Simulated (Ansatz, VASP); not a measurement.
One calculation of La2TaO2, two programs

Contents of INCAR:

```
SYSTEM = La2TaO2
  PREC = Accurate
  ENCUT = 520
  EDIFF = 1E-6
  ISMEAR = 0
  SIGMA = 0.1
  LREAL = .False.
  LASPH = .True.
  NELM = 150
  ALGO = Normal
  ISIF = 2
  LWAVE = .False.
  LCHARG = .False.
  ISPIN = 2
  MAGMOM = 0 0 1 0 0
  LORBIT = 11
  LMAXMIX = 6
  GGA = PE
  NBANDS = 34
```

Contents of KPOINTS:

```
Automatic mesh
0
Gamma
  6 6 4
  0 0 0
```

The input POSCAR:

```
La2TaO2
1.0
    5.4917317400      0.0000000000      0.0000000000
   -2.7458658700      4.7559792000      0.0000000000
    0.0000000000      0.0000000000      4.5856512600
La Ta O
2 1 2
Direct
    0.3333333300      0.6666666700      0.0000000000
    0.6666666700      0.3333333300      0.0000000000
    0.0000000000      0.0000000000      0.0000000000
    0.3333333300      0.6666666700      0.5000000000
    0.6666666700      0.3333333300      0.5000000000
```

Input for Ansatz:

```yaml
crystal:
  lattice:
    - [5.49173174, 0.0, 0.0]
    - [-2.74586587, 4.7559792, 0.0]
    - [0.0, 0.0, 4.58565126]
  atoms:
    - { symbol: La, position: [0.33333333, 0.66666667, 0.0] }
    - { symbol: La, position: [0.66666667, 0.33333333, 0.0] }
    - { symbol: Ta, position: [0.0, 0.0, 0.0], spin: 1.0 }
    - { symbol: O, position: [0.33333333, 0.66666667, 0.5] }
    - { symbol: O, position: [0.66666667, 0.33333333, 0.5] }
basis:
  ecutwfc: 420
kpoints:
  mp_grid: { grid: [6, 6, 4] }
hamiltonian:
  xc: pbe
scf:
  occupations: { method: gaussian, width: 0.1 }
  lower_state_search: "off"
output:
  forces: true
  stress: true
  eigenvalues: true
  populations: true
magnetization:
  spin_polarized: true
```

Alike in both runs: task single point; functional PBE; k mesh 6 × 6 × 4; occupations gaussian, width 0.1 eV; collinear spin.

|  | VASP | Ansatz |
| --- | --- | --- |
| version | VASP 6.6.1 | Ansatz 0.2.0 |
| potentials or method | VASP PAW PBE potentials, release 64 (La, Ta_pv, O), cutoff 520 eV | scalar-relativistic, plane waves, PAW |
| valence electrons in the cell | 45 | 47 |

```csv
,VASP,Ansatz,Ansatz less VASP
gap on the k mesh at the Fermi level (eV),none,none,-
pressure (GPa),2.0,2.0,+0.04
"traceless stress, the component that is largest in VASP (GPa)",-19.41,-19.30,+0.106
net moment per atom (μB),0.43,0.44,+0.002
size of the moment on the site where the two differ most (μB),1.32,1.45,+0.127
```

Site moments also hang on the region over which each program counts them. A gap of «none» marks a metal or a gap that the smearing closes. VASP's potentials hold 45 valence electrons a cell and Ansatz's 47, so a difference there can come from the potentials and not from the codes.

Neither program's run includes spin-orbit coupling.
